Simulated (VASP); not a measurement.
A run of VASP 6.6.1 is set up as follows.

The input INCAR:

```
SYSTEM = NaSe3
PREC = Accurate
ENCUT = 520
EDIFF = 1E-6
ISMEAR = 0
SIGMA = 0.1
LREAL = .FALSE.
LASPH = .TRUE.
NELM = 60
ALGO = Normal
ISIF = 2
LWAVE = .FALSE.
LCHARG = .FALSE.
GGA = PE
NBANDS = 20
```

Contents of KPOINTS:

```
regular mesh
0
G
  16 16 16
  0 0 0
```

POSCAR

```
NaSe3
1.0
   -2.0343940773      2.0343940773      5.2640660510
    2.0343940773     -2.0343940773      5.2640660510
    2.0343940773      2.0343940773     -5.2640660510
Na Se
1 3
Direct
    0.0000000000      0.0000000000      0.0000000000
    0.5000000000      0.5000000000      0.0000000000
    0.2500000000      0.7500000000      0.5000000000
    0.7500000000      0.2500000000      0.5000000000
```

Potentials or basis: VASP PAW PBE potentials, release 64 (Na_pv, Se).

Run with:

```console
$ cat potpaw_PBE.64/Na_pv/POTCAR potpaw_PBE.64/Se/POTCAR > POTCAR
$ mpirun -np 1 vasp_std > vasp.out
```

Task: What does it give for the pressure?

Result: 0.0 GPa.

Task: Predict the band gap on the k mesh.

Result: Zero (an odd number of electrons rules out a gap without spin polarisation).

Caveat: an odd number of electrons without spin polarisation forces a metal; a magnetic or distorted state may lie lower.
